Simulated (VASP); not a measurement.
Wanted: the native input for a VASP 6.6.1 run.

```
Task                   : single point
Functional             : PBE
Potentials or basis    : VASP PAW PBE potentials, release 64 (W_sv, O)
Cutoff                 : 520 eV
k mesh                 : 14 × 14 × 7
Occupations            : gaussian, width 0.1 eV
Spin                   : collinear spin
Starting moments       : [1.0, -1.0, 0.0, 0.0] μB
Hubbard terms          : W d U = 6.2 eV
Dipole correction      : no
Further INCAR settings : ALGO = Normal; EDIFF = 1e-06; NBANDS = 32
```

The structure of WO lies in POSCAR:

```
WO
1.0
    3.0224117041      0.0000000000      3.0224117041
    0.0000000000      3.0224117041      3.0224117041
    0.0000000000      0.0000000000      6.0448234083
W O
2 2
Direct
    0.0000000000      0.0000000000      0.0000000000
    0.0000000000      0.0000000000      0.5000000000
    0.5000000000      0.5000000000      0.7500000000
    0.5000000000      0.5000000000      0.2500000000
```

These files were run (other wordings do the same):

INCAR

```
SYSTEM = WO
PREC = Accurate ; ENCUT = 520
EDIFF = 1E-6 ; ISMEAR = 0
SIGMA = 0.1 ; LREAL = .FALSE.
LASPH = .TRUE. ; NELM = 150
ALGO = Normal ; ISIF = 2
LWAVE = .FALSE. ; LCHARG = .FALSE.
ISPIN = 2 ; MAGMOM = 1 -1 0 0
LORBIT = 11 ; LMAXMIX = 4
LDAU = .TRUE. ; LDAUTYPE = 2
LDAUL = 2 -1 ; LDAUU = 6.2 0
LDAUJ = 0 0 ; LDAUPRINT = 1
GGA = PE ; NBANDS = 32
```

KPOINTS

```
regular mesh
0
G
  14 14 7
  0 0 0
```

Potentials or basis: VASP PAW PBE potentials, release 64 (W_sv, O).

Run with:

```sh
$ cat potpaw_PBE.64/W_sv/POTCAR potpaw_PBE.64/O/POTCAR > POTCAR
$ mpirun -np 1 vasp_std > vasp.out
```

Results of the run:

```
Pressure                                              : -22.5 GPa
Band gap on the k mesh                                : zero (filled and empty bands overlap)
Net moment                                            : 0.00 μB per cell
Site moments                                          : W +1.15, -1.15; O +0.00 μB
Valence electrons inside the program's atomic spheres : W 11.48; O 4.83
```

Caveat: the cell stands under tension; spin-orbit coupling is left out, which moves the levels of the heavy elements.

It took 4.4 min on 1 thread of AMD EPYC 9R14 (Zen 4), with other jobs on the host, peak memory 0.31 GiB.
